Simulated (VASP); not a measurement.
# AgBr (Fm-3m) in VASP: further runs, part 2 of 2

VASP 6.6.1.

## (3) Single point, PBEsol

This run uses another cell than the first one, of 19.98 Å³/atom, 1.046 times its volume.

File INCAR:

```
PREC     = Accurate       # precision mode
ENCUT    = 500            # plane-wave cutoff, eV
EDIFF    = 1E-6           # SCF threshold, eV
ISMEAR   = 0              # smearing method
SIGMA    = 0.01           # smearing width, eV
LREAL    = False          # projectors in reciprocal space
LASPH    = True           # aspherical terms in the spheres
NELM     = 120            # most SCF steps
ALGO     = Normal         # electronic algorithm
ISIF     = 2              # what is computed and relaxed
LWAVE    = False          # write WAVECAR
LCHARG   = False          # write CHGCAR
GGA      = PS             # functional
NBANDS   = 16             # bands
GGA_COMPAT= False
```

File KPOINTS:

```
regular mesh
0
Gamma
  8 8 8
```

File POSCAR:

```
AgBr
1.0
    0.0000000000      2.7135752596      2.7135752596
    2.7135752596      0.0000000000      2.7135752596
    2.7135752596      2.7135752596      0.0000000000
Ag Br
1 1
Direct
    0.0000000000      0.0000000000      0.0000000000
    0.5000000000      0.5000000000      0.5000000000
```

Potentials or basis: VASP PAW PBE potentials, release 64 (Ag, Br).

Run with:

```console
> cat potpaw_PBE.64/Ag/POTCAR potpaw_PBE.64/Br/POTCAR > POTCAR
> mpirun -np 1 vasp_std > vasp.out
```

OUTCAR:

```text
PREC = Accurate
   ENCUT = 500
   EDIFF = 1E-6
   ISMEAR = 0
   LREAL = False
   LASPH = True
   NELM = 120
   ISIF = 2
   GGA = PS

 ion  position               nearest neighbor table
   1  0.000  0.000  0.000-   2 2.71   2 2.71   2 2.71   2 2.71   2 2.71   2 2.71
   2  0.500  0.500  0.500-   1 2.71   1 2.71   1 2.71   1 2.71   1 2.71   1 2.71

  LATTYP: Found a face centered cubic cell.
 ALAT       =     5.4271505192

  Lattice vectors:

 A1 = (   0.0000000000,   2.7135752596,   2.7135752596)
 A2 = (   2.7135752596,   0.0000000000,   2.7135752596)
 A3 = (   2.7135752596,   2.7135752596,   0.0000000000)

Analysis of symmetry for initial positions (statically):
=====================================================================
 Subroutine PRICEL returns:
 Original cell was already a primitive cell.

 Routine SETGRP: Setting up the symmetry group for a
 face centered cubic supercell.

 Subroutine GETGRP returns: Found 48 space group operations
 (whereof 48 operations were pure point group operations)
 out of a pool of 48 trial point group operations.

The static configuration has the point symmetry O_h .

Analysis of symmetry for dynamics (positions and initial velocities):
[... 161 lines left out ...]
 val. band max:        5.7792902132   @ k =   0.5000   0.0000   0.0000
 cond. band min:       6.3221485853   @ k =   0.0000   0.0000   0.0000
 fundamental gap:      0.5428583722
 Fermi energy:         5.8930768716

 k-point     1 :       0.0000    0.0000    0.0000
  band No.  band energies     occupation
      1     -10.5788      2.00000
      2       2.0753      2.00000
      3       2.0753      2.00000
      4       2.0753      2.00000
      5       2.0837      2.00000
      6       2.0837      2.00000
[... 433 lines left out ...]
      3       0.3973      2.00000
      4       0.4840      2.00000
      5       2.4836      2.00000
      6       2.5571      2.00000
[... 8 lines left out ...]
     15      18.9100      0.00000
     16      20.5956      0.00000

 [... further k-points ...]

------------------------ aborting loop because EDIFF is reached ----------------------------------------

  FORCE on cell =-STRESS in cart. coord.  units (eV):
  Direction    XX          YY          ZZ          XY          YZ          ZX
  --------------------------------------------------------------------------------------
  -------------------------------------------------------------------------------------
  Total        2.4893744      2.4893744      2.4893744     -0.0000000      0.0000000     -0.0000000
  in kB       99.8033680     99.8033680     99.8033680     -0.0000000      0.0000000     -0.0000000
  external PRESSURE =      99.8033680 kB  Pullay stress =       0.0000000 kB

 VOLUME and BASIS-vectors are now :
 -----------------------------------------------------------------------------
  energy-cutoff  :      500.00
  volume of cell :       39.96
      direct lattice vectors                 reciprocal lattice vectors
     0.000000000  2.713575260  2.713575260    -0.184258755  0.184258755  0.184258755
     2.713575260  0.000000000  2.713575260     0.184258755 -0.184258755  0.184258755
     2.713575260  2.713575260  0.000000000     0.184258755  0.184258755 -0.184258755

 POSITION                                       TOTAL-FORCE (eV/Angst)
 -----------------------------------------------------------------------------------
      0.00000      0.00000      0.00000        -0.000000     -0.000000      0.000000
      2.71358      2.71358      2.71358         0.000000      0.000000      0.000000
 -----------------------------------------------------------------------------------
    total drift:                                0.000000      0.000000      0.000000

  FREE ENERGIE OF THE ION-ELECTRON SYSTEM (eV)
  ---------------------------------------------------
  free  energy   TOTEN  =        -5.5433686097 eV

  energy  without entropy=       -5.5433686097  energy(sigma->0) =       -5.54336861
```

OSZICAR:

```text
N       E                     dE             d eps       ncg     rms          rms(c)
DAV:   1     0.953220420871E+02    0.95322E+02   -0.84114E+03   968   0.984E+02
DAV:   2    -0.264504915054E+01   -0.97967E+02   -0.90793E+02  1176   0.220E+02
DAV:   3    -0.566995581812E+01   -0.30249E+01   -0.30190E+01  1048   0.401E+01
DAV:   4    -0.568369896467E+01   -0.13743E-01   -0.13742E-01  1208   0.298E+00
DAV:   5    -0.568381654931E+01   -0.11758E-03   -0.11758E-03  1112   0.269E-01    0.101E+01
DAV:   6    -0.554923059512E+01    0.13459E+00   -0.28882E-01  1112   0.760E+00    0.643E+00
DAV:   7    -0.554435504874E+01    0.48755E-02   -0.48403E-02  1032   0.147E+00    0.214E+00
DAV:   8    -0.554345544380E+01    0.89960E-03   -0.24596E-03  1080   0.509E-01    0.281E-01
DAV:   9    -0.554336434219E+01    0.91102E-04   -0.36976E-04  1208   0.186E-01    0.524E-02
DAV:  10    -0.554336575579E+01   -0.14136E-05   -0.92625E-06  1104   0.380E-02    0.118E-02
DAV:  11    -0.554336877066E+01   -0.30149E-05   -0.44016E-06  1112   0.176E-02    0.858E-03
DAV:  12    -0.554336860968E+01    0.16098E-06   -0.17447E-07   560   0.482E-03
   1 F= -.55433686E+01 E0= -.55433686E+01  d E =-.519250E-60
```

stdout:

```text
POSCAR found type information on POSCAR AgBr
 POSCAR found :  2 types and       2 ions
 scaLAPACK will be used
 -----------------------------------------------------------------------------
|                                                                             |
|                                                                             |
|     You enforced a specific xc type in the INCAR file but a different       |
|     I HOPE YOU KNOW WHAT YOU ARE DOING!                                     |
|                                                                             |
 -----------------------------------------------------------------------------

 LDA part: xc-table for (Slater+PW92), standard interpolation
 POSCAR, INCAR and KPOINTS ok, starting setup
 FFT: planning ... GRIDC
 FFT: planning ... GRID_SOFT
 FFT: planning ... GRID
 WAVECAR not read
 entering main loop
```

Run time: 32 s. Hardware: 1 thread of Intel Xeon 8259CL, shared host; peak memory 0.17 GiB.

Results:

- Free energy: -5.5434 eV
- Pressure: 10.0 GPa
- Band gap on the k mesh: 0.54 eV, indirect (least direct gap 3.00 eV)

Levels at points of the mesh, in eV from the valence-band top:
| k point | band 5 | band 6 | band 7 | band 8 | band 9 | band 10 | band 11 | band 12 | band 13 | band 14 |
| --- | --- | --- | --- | --- | --- | --- | --- | --- | --- | --- |
| (0.00, 0.00, 0.00) | -3.70 | -3.70 | -2.61 | -2.61 | -2.61 | 0.54 | 9.76 | 9.76 | 9.76 | 10.42 |
| (0.50, 0.00, 0.00) | -3.23 | -3.23 | -2.78 | 0.00 | 0.00 | 3.00 | 6.24 | 6.24 | 7.62 | 12.40 |
| (0.50, 0.50, 0.00) | -3.82 | -3.45 | -3.07 | -3.07 | -2.81 | 1.05 | 6.59 | 9.63 | 11.76 | 11.76 |

Caveat: the PAW data sets were made with another functional, which shifts forces and pressure a little. A k mesh can miss the band edges.

## (4) Single point, PBEsol

This run uses another cell than the first one, of 20.63 Å³/atom, 1.080 times its volume.

File INCAR:

```
PREC = Accurate
ENCUT = 500
EDIFF = 1E-6
ISMEAR = 0
SIGMA = 0.01
LREAL = False
LASPH = True
NELM = 120
ALGO = Normal
ISIF = 2
LWAVE = False
LCHARG = False
GGA = PS
NBANDS = 16
GGA_COMPAT = False
```

File KPOINTS:

```
Automatic mesh
0
Gamma
  8 8 8
```

File POSCAR:

```
AgBr
1.0
    0.0000000000      2.7427185139      2.7427185139
    2.7427185139      0.0000000000      2.7427185139
    2.7427185139      2.7427185139      0.0000000000
Ag Br
1 1
Direct
    0.0000000000      0.0000000000      0.0000000000
    0.5000000000      0.5000000000      0.5000000000
```

Run with:

```console
> cat potpaw_PBE.64/Ag/POTCAR potpaw_PBE.64/Br/POTCAR > POTCAR
> mpirun -np 1 vasp_std > vasp.out
```

Wall time 31 s (1 thread of Intel Xeon 8259CL, shared host); peak memory 0.17 GiB.

Results (log left out):

- Free energy: -5.6120 eV
- Pressure: 7.0 GPa
- Band gap on the k mesh: 0.52 eV, indirect (least direct gap 2.99 eV)

Levels at points of the mesh, in eV from the valence-band top:
```csv
k point,band 7,band 8,band 9,band 10,band 11,band 12
"(0.00, 0.00, 0.00)",-2.47,-2.47,-2.47,0.52,9.77,9.77
"(0.50, 0.00, 0.00)",-2.65,0.00,0.00,3.12,6.32,6.32
"(0.50, 0.50, 0.00)",-2.93,-2.93,-2.70,1.14,6.65,9.48
```

Caveat: the PAW data sets were made with another functional, which shifts forces and pressure a little. As with any semilocal functional, this PBEsol gap is likely too small.

## (5) Single point, PBEsol

This run uses another cell than the first one, of 21.42 Å³/atom, 1.121 times its volume.

File INCAR:

```
ALGO     = Normal         # electronic algorithm
EDIFF    = 1E-6           # SCF threshold, eV
ENCUT    = 500            # plane-wave cutoff, eV
GGA      = PS             # functional
GGA_COMPAT= F            
ISIF     = 2              # what is computed and relaxed
ISMEAR   = 0              # smearing method
LASPH    = T              # aspherical terms in the spheres
LCHARG   = T              # write CHGCAR
LELF     = T              # ELF
LREAL    = F              # projectors in reciprocal space
LVHAR    = T            
LWAVE    = F              # write WAVECAR
NBANDS   = 16             # bands
NELM     = 120            # most SCF steps
PREC     = Accurate       # precision mode
SIGMA    = 0.01           # smearing width, eV
```

File KPOINTS:

```
k-points
0
Gamma
  8 8 8
```

File POSCAR:

```
AgBr
1.0
    0.0000000000      2.7772632729      2.7772632729
    2.7772632729      0.0000000000      2.7772632729
    2.7772632729      2.7772632729      0.0000000000
Ag Br
1 1
Direct
    0.0000000000      0.0000000000      0.0000000000
    0.5000000000      0.5000000000      0.5000000000
```

Run with:

```console
> cat potpaw_PBE.64/Ag/POTCAR potpaw_PBE.64/Br/POTCAR > POTCAR
> mpirun -np 1 vasp_std > vasp.out
```

Run time: 46 s. Hardware: 1 thread of Intel Xeon 8259CL, shared host; peak memory 0.18 GiB.

It converged, with:

```
Free energy            : -5.6654 eV
Pressure               : 4.0 GPa
Band gap on the k mesh : 0.51 eV, indirect (least direct gap 2.83 eV)
```

Levels at points of the mesh, in eV from the valence-band top:
```csv
k point,band 5,band 6,band 7,band 8,band 9,band 10,band 11,band 12,band 13,band 14
"(0.00, 0.00, 0.00)",-3.30,-3.30,-2.32,-2.32,-2.32,0.51,9.78,9.78,9.78,10.64
"(0.50, 0.00, 0.00)",-2.90,-2.90,-2.50,0.00,0.00,3.24,6.42,6.42,7.13,12.25
"(0.50, 0.50, 0.00)",-3.41,-3.09,-2.77,-2.77,-2.59,1.23,6.72,9.32,11.40,11.40
```

Caveat: the PAW data sets were made with another functional, which shifts forces and pressure a little. Expect the measured gap to be larger: semilocal functionals such as PBEsol lack the derivative discontinuity.

## (6) Overview

```tsv
cell	gap on the mesh (eV)	pressure (GPa)
a = 3.781 Å, angles 60.0°, 2 atoms	0.58	15.0
a = 3.838 Å, angles 60.0°, 2 atoms	0.54	10.0
a = 3.879 Å, angles 60.0°, 2 atoms	0.52	7.0
a = 3.928 Å, angles 60.0°, 2 atoms	0.51	4.0
```

Alike in all rows: task single point; level PBEsol; potentials or basis VASP PAW PBE potentials, release 64 (Ag, Br); no spin polarisation; k mesh 8 × 8 × 8; cutoff (eV) 500; smearing gaussian 0.01 eV.

Caveats: the PAW data sets were made with another functional, which shifts forces and pressure a little.

Total energies depend on the potentials used, so only differences within one code and one set of settings carry meaning.
